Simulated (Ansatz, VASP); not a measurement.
## ScAl3 in VASP and in Ansatz

Contents of INCAR:

```
  PREC = Accurate
  ENCUT = 500
  EDIFF = 1E-6
  ISMEAR = 0
  SIGMA = 0.05
  LREAL = False
  LASPH = True
  NELM = 120
  ALGO = Normal
  ISIF = 2
  LWAVE = False
  LCHARG = False
  GGA = PE
  NBANDS = 18
  GGA_COMPAT = False
```

The input KPOINTS:

```
regular mesh
0
Gamma
  10 10 10
```

The input POSCAR:

```
ScAl3
1.0
    4.1319470269      0.0000000000      0.0000000000
    0.0000000000      4.1319470269      0.0000000000
    0.0000000000      0.0000000000      4.1319470269
Sc Al
1 3
Direct
    0.0000000000      0.0000000000      0.0000000000
    0.5000000000      0.0000000000      0.5000000000
    0.0000000000      0.5000000000      0.5000000000
    0.5000000000      0.5000000000      0.0000000000
```

Input for Ansatz:

```yaml
crystal:
  lattice:
    - [4.1319470269, 0.0, 0.0]
    - [0.0, 4.1319470269, 0.0]
    - [0.0, 0.0, 4.1319470269]
  atoms:
    - { symbol: Sc, position: [0.0, 0.0, 0.0] }
    - { symbol: Al, position: [0.5, 0.0, 0.5] }
    - { symbol: Al, position: [0.0, 0.5, 0.5] }
    - { symbol: Al, position: [0.5, 0.5, 0.0] }
basis:
  ecutwfc: 420
  ecutrho_ratio: 4
kpoints:
  mp_grid: { grid: [10, 10, 10] }
hamiltonian:
  xc: pbe
scf:
  occupations: { method: gaussian, width: 0.05 }
output:
  forces: true
  stress: true
  eigenvalues: true
```

Alike in both runs: task single point; functional PBE; k mesh 10 × 10 × 10; occupations gaussian, width 0.05 eV; no spin polarisation.

```csv
,VASP,Ansatz
version,VASP 6.6.1,Ansatz 0.2.0
potentials or method,"VASP PAW PBE potentials, release 64 (Sc_sv, Al), cutoff 500 eV","scalar-relativistic, plane waves, PAW"
valence electrons in the cell,20,20
```

```tsv
	VASP	Ansatz	Ansatz less VASP
gap on the k mesh at the Fermi level (eV)	none	none	-
pressure (GPa)	-1.6	-1.7	-0.01
```

A gap of «none» marks a metal or a gap that the smearing closes.
